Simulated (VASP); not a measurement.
# CsI: single point with PBE

CsI:

```
Cs I
1.0
     4.41921    0.00000    0.00000
     0.00000    4.41921    0.00000
     0.00000    0.00000    4.41921
Cs I
1 1
Cartesian
  0.0000 0.0000 0.0000
  2.2096 2.2096 2.2096
```

| Item | Value |
| --- | --- |
| Program | VASP 6.6.1 |
| Task | single point |
| Functional | PBE |
| Potentials or basis | VASP PAW PBE potentials, release 64 (Cs_sv, I) |
| Cutoff | 500 eV |
| k mesh | 6 × 6 × 6 |
| Occupations | fermi-dirac, width 0.03 eV |
| Spin | no spin polarisation |
| Dipole correction | no |
| Further INCAR settings | ALGO = Normal; EDIFF = 1e-06; NBANDS = 15 |

The pressure is 2.5 GPa and the band gap on the k mesh is 4.01 eV, indirect (least direct gap 4.07 eV).

Levels at points of the mesh, in eV from the valence-band top:
| k point | band 6 | band 7 | band 8 | band 9 | band 10 | band 11 |
| --- | --- | --- | --- | --- | --- | --- |
| (0.00, 0.00, 0.00) | -0.07 | -0.07 | -0.07 | 4.01 | 4.01 | 4.23 |
| (0.50, 0.00, 0.00) | -1.81 | -0.30 | -0.30 | 5.14 | 6.74 | 6.93 |
| (0.50, 0.50, 0.00) | -0.92 | -0.92 | 0.00 | 4.22 | 4.96 | 6.11 |
| (0.50, 0.50, 0.50) | -1.57 | -1.57 | -1.57 | 7.51 | 7.51 | 7.51 |

Run time: 6.6 s on 1 thread of Intel(R) Xeon(R) 6975P-C (Granite Rapids), on a shared host, peak memory 0.18 GiB.

Caveat: spin-orbit coupling is left out, which moves the levels of the heavy elements. PBE gaps usually lie below the measured ones, often by a third to a half.
